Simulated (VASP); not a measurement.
Write the native input for VASP 6.6.1 that does the following.

```
Task                    : density of states
Functional              : PBE
Potentials or basis     : VASP PAW PBE potentials, release 64 (Ba_sv, Te)
Cutoff                  : 520 eV
k mesh                  : 6 × 6 × 4
Occupations             : gaussian, width 0.02 eV
Spin                    : no spin polarisation
Dipole correction       : no
k mesh for the DOS      : 9 × 9 × 6
Occupations for the DOS : tetrahedron
Further INCAR settings  : ALGO = Normal; EDIFF = 1e-06; NBANDS = 24
```

The system is BaTe.

```
Ba Te
1.0
     4.84902    0.00000    0.00000
    -2.42451    4.19938    0.00000
     0.00000    0.00000    8.60694
Ba Te
2 2
Direct
  0.66667 0.33333 0.75000
  0.33333 0.66667 0.25000
  0.00000 0.00000 0.00000
  0.00000 0.00000 0.50000
```

The input as run:

POSCAR

```
BaTe
1.0
    4.8490244230     -0.0000000029      0.0000000000
   -2.4245122090      4.1993783353      0.0000000000
    0.0000000000      0.0000000000      8.6069377145
Ba Te
2 2
Direct
    0.6666666667      0.3333333333      0.7500000000
    0.3333333333      0.6666666667      0.2500000000
    0.0000000000      0.0000000000      0.0000000000
    0.0000000000      0.0000000000      0.5000000000
```

INCAR.step1

```
SYSTEM = BaTe
ALGO = Normal ; EDIFF = 1E-6
ENCUT = 520 ; GGA = PE
ISIF = 2 ; ISMEAR = 0
LASPH = .True. ; LCHARG = .True.
LREAL = .False. ; LWAVE = .False.
NBANDS = 24 ; NELM = 60
PREC = Accurate ; SIGMA = 0.02
```

KPOINTS.step1

```
k-points
0
Gamma
  6 6 4
  0 0 0
```

INCAR.step2

```
SYSTEM = BaTe
ALGO = Normal ; EDIFF = 1E-6
ENCUT = 520 ; GGA = PE
ICHARG = 11 ; ISIF = 2
ISMEAR = -5 ; LASPH = .True.
LCHARG = .False. ; LORBIT = 11
LREAL = .False. ; LWAVE = .False.
NBANDS = 24 ; NEDOS = 1001
NELM = 60 ; PREC = Accurate
SIGMA = 0.02
```

KPOINTS.step2

```
k-points
0
Gamma
  9 9 6
  0 0 0
```

Potentials or basis: VASP PAW PBE potentials, release 64 (Ba_sv, Te).

Launch:

```sh
$ cat potpaw_PBE.64/Ba_sv/POTCAR potpaw_PBE.64/Te/POTCAR > POTCAR
$ cp INCAR.step1 INCAR
$ cp KPOINTS.step1 KPOINTS
$ mpirun -np 1 vasp_std > vasp.out
$ cp INCAR.step2 INCAR
$ cp KPOINTS.step2 KPOINTS
$ mpirun -np 1 vasp_std > vasp.out
```

Results of the run:

```yaml
Valence_electrons_inside_the_program's_atomic_spheres: Ba 7.88; Te 3.46
```

Caveat: spin-orbit coupling is left out, which moves the levels of the heavy elements.

Run time: 4.2 min on 1 thread of Oxide Virtual Turin-like Processor (shared host), peak memory 0.33 GiB.
